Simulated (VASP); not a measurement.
# Rb2Ge3 (I4_132) in VASP: further runs, part 2 of 2

VASP 6.6.1. Earlier steps stand in the parts before.

### Step 4. Relaxation of cell and atoms, PBE

Input file INCAR:

```
SYSTEM = Rb2Ge3
PREC     = Accurate       ! precision mode
ENCUT    = 600            ! plane-wave cutoff, eV
EDIFF    = 1E-6           ! SCF threshold, eV
ISMEAR   = 0              ! smearing method
SIGMA    = 0.1            ! smearing width, eV
LREAL    = .False.        ! projectors in reciprocal space
LASPH    = .True.         ! aspherical terms in the spheres
NELM     = 100            ! most SCF steps
ALGO     = Normal         ! electronic algorithm
ISIF     = 3              ! what is computed and relaxed
LWAVE    = .False.        ! write WAVECAR
LCHARG   = .False.        ! write CHGCAR
GGA      = PE             ! functional
IBRION   = 2              ! ionic algorithm
NSW      = 90             ! ionic steps
EDIFFG   = -0.04          ! ionic threshold
```

Input file KPOINTS:

```
regular mesh
0
Gamma
  4 4 4
  0 0 0
```

Input file POSCAR:

```
Rb2Ge3
1.0
   -3.9191835900      3.9191835900      3.9191835900
    3.9191835900     -3.9191835900      3.9191835900
    3.9191835900      3.9191835900     -3.9191835900
Rb Ge
4 6
Direct
    0.0000000000      0.2500000000      0.5000000000
    0.2500000000      0.2500000000      0.2500000000
    0.2500000000      0.5000000000      0.0000000000
    0.5000000000      0.0000000000      0.2500000000
    0.6250000000      0.2500000000      0.8750000000
    0.8750000000      0.6250000000      0.2500000000
    0.7500000000      0.6250000000      0.8750000000
    0.2500000000      0.8750000000      0.6250000000
    0.8750000000      0.7500000000      0.6250000000
    0.6250000000      0.8750000000      0.7500000000
```

The run is started by

```
$ cat potpaw_PBE.64/Rb_sv/POTCAR potpaw_PBE.64/Ge_d/POTCAR > POTCAR
$ mpirun -np 1 vasp_std > vasp.out
```

It took 10 min on 1 thread of Intel Xeon Platinum 8259CL at 2.50GHz (Skylake/Cascade Lake), shared host; peak memory 0.49 GiB.

Results (log left out):

- Free energy: -27.5805 eV
- Relaxed volume: 33.93 Å³/atom
- Relaxed cell: a = 7.610 Å, b = 7.610 Å, c = 7.610 Å, α = 109.47°, β = 109.47°, γ = 109.47°
- Space group after relaxing (to 0.05 Å): I4_132 (No. 214)
- Energy gained by relaxing: 375.6 meV/atom
- Ionic steps: 2
- Pressure after relaxing: -0.1 GPa
- Band gap on the k mesh: zero (band 60 reaches 3.39 eV, above the bottom of band 61 at 2.89 eV)

The path:
| step | energy change (eV) | largest force (eV/Å) | pressure (GPa) | volume (Å³) |
| --- | --- | --- | --- | --- |
| 1 | 0.0000 | 0.0000 | 16.70 | 240.79 |
| 2 | -3.7564 | 0.0000 | -0.08 | 339.26 |

Final structure:
```
Rb Ge
1.0
    -4.39363    4.39363    4.39363
     4.39363   -4.39363    4.39363
     4.39363    4.39363   -4.39363
Rb Ge
4 6
Direct
  0.00000 0.25000 0.50000
  0.25000 0.25000 0.25000
  0.25000 0.50000 0.00000
  0.50000 0.00000 0.25000
  0.62500 0.25000 0.87500
  0.87500 0.62500 0.25000
  0.75000 0.62500 0.87500
  0.25000 0.87500 0.62500
  0.87500 0.75000 0.62500
  0.62500 0.87500 0.75000
```

Levels at points of the mesh, in eV from the Fermi level:
```csv
k point,band 56,band 57,band 58,band 59,band 60,band 61,band 62,band 63,band 64,band 65
"(0.00, 0.00, 0.00)",-1.62,-1.62,-1.62,-0.43,0.43,0.43,1.19,1.19,1.19,1.31
"(0.50, 0.00, 0.00)",-1.98,-1.64,-1.07,-0.76,-0.22,0.80,0.87,1.35,1.37,1.42
"(0.50, 0.50, 0.50)",-1.69,-1.64,-1.64,-1.64,-1.28,0.14,0.14,1.32,1.32,1.32
```

Caveat: the volume moved by over 15 % at a fixed basis, so the end points are rough.

### Step 5. Relaxation of cell and atoms, PBE

This run uses another cell than the first one, of 33.66 Å³/atom, 1.398 times its volume.

Input file INCAR:

```
SYSTEM = Rb2Ge3
  ALGO = Normal
  EDIFF = 1E-6
  EDIFFG = -0.01
  ENCUT = 600
  GGA = PE
  IBRION = 2
  ISIF = 3
  ISMEAR = 0
  LASPH = .TRUE.
  LCHARG = .FALSE.
  LREAL = .FALSE.
  LWAVE = .FALSE.
  NELM = 100
  NSW = 100
  PREC = Accurate
  SIGMA = 0.1
```

Input file KPOINTS:

```
k-points
0
G
  6 6 6
  0 0 0
```

Edit POSCAR of step 4 so:

```diff
@@ -2,5 +2,5 @@
 1.0
-   -3.9191835900      3.9191835900      3.9191835900
-    3.9191835900     -3.9191835900      3.9191835900
-    3.9191835900      3.9191835900     -3.9191835900
+   -4.3822333871      4.3822333871      4.3822333871
+    4.3822333871     -4.3822333871      4.3822333871
+    4.3822333871      4.3822333871     -4.3822333871
 Rb Ge
```

The run is started by

```
$ cat potpaw_PBE.64/Rb_sv/POTCAR potpaw_PBE.64/Ge_d/POTCAR > POTCAR
$ mpirun -np 1 vasp_std > vasp.out
```

Run time: 29 min. Hardware: 1 thread of Intel Xeon 6975P-C, shared host; peak memory 0.82 GiB.

Results (log left out):

```
Free energy                            : -27.6336 eV
Relaxed volume                         : 33.79 Å³/atom
Relaxed cell                           : a = 7.600 Å, b = 7.600 Å, c = 7.600 Å, α = 109.47°, β = 109.47°, γ = 109.47°
Space group after relaxing (to 0.05 Å) : I4_132 (No. 214)
Energy gained by relaxing              : 0.1 meV/atom
Ionic steps                            : 3
Pressure after relaxing                : 0.0 GPa
Band gap on the k mesh                 : zero (band 60 reaches 3.40 eV, above the bottom of band 61 at 2.83 eV)
```

Step by step:
```
step  energy change (eV)  largest force (eV/Å)  pressure (GPa)  volume (Å³)
   1              0.0000                0.0000            0.09       336.63
   2             -0.0004                0.0000            0.05       337.50
   3             -0.0005                0.0000            0.02       337.94
```

Final structure:
```
Rb Ge
1.0
    -4.38794    4.38794    4.38794
     4.38794   -4.38794    4.38794
     4.38794    4.38794   -4.38794
Rb Ge
4 6
Direct
  0.00000 0.25000 0.50000
  0.25000 0.25000 0.25000
  0.25000 0.50000 0.00000
  0.50000 0.00000 0.25000
  0.62500 0.25000 0.87500
  0.87500 0.62500 0.25000
  0.75000 0.62500 0.87500
  0.25000 0.87500 0.62500
  0.87500 0.75000 0.62500
  0.62500 0.87500 0.75000
```

Levels at points of the mesh, in eV from the Fermi level:
| k point | band 57 | band 58 | band 59 | band 60 | band 61 | band 62 | band 63 | band 64 |
| --- | --- | --- | --- | --- | --- | --- | --- | --- |
| (0.00, 0.00, 0.00) | -1.69 | -1.69 | -0.44 | 0.39 | 0.39 | 1.15 | 1.15 | 1.15 |
| (0.50, 0.00, 0.00) | -1.71 | -1.12 | -0.81 | -0.26 | 0.77 | 0.81 | 1.32 | 1.34 |
| (0.50, 0.50, 0.50) | -1.69 | -1.69 | -1.69 | -1.34 | 0.08 | 0.08 | 1.31 | 1.31 |

### Step 6. Overview

| task | cell | k mesh | cutoff (eV) | gap on the mesh (eV) | pressure (GPa) | relaxed volume (Å³/atom) |
| --- | --- | --- | --- | --- | --- | --- |
| single point | a = 6.788 Å, angles 109.5°, 10 atoms | 4 × 4 × 4 | 520 | none | 16.7 | - |
| single point | a = 7.590 Å, angles 109.5°, 10 atoms | 4 × 4 × 4 | 520 | none | 0.2 | - |
| relaxation of cell and atoms | relaxed from a = 6.788 Å, angles 109.5°, 10 atoms | 4 × 4 × 4 | 600 | none | -0.1 | 33.93 |
| relaxation of cell and atoms | relaxed from a = 7.590 Å, angles 109.5°, 10 atoms | 6 × 6 × 6 | 600 | none | 0.0 | 33.79 |

Alike in all rows: level PBE; potentials or basis VASP PAW PBE potentials, release 64 (Rb_sv, Ge_d); no spin polarisation; smearing gaussian 0.1 eV.

Caveats: the volume moved by over 15 % at a fixed basis, so the end points are rough (some runs).

Absolute energies hang on the potentials; compare differences alone.
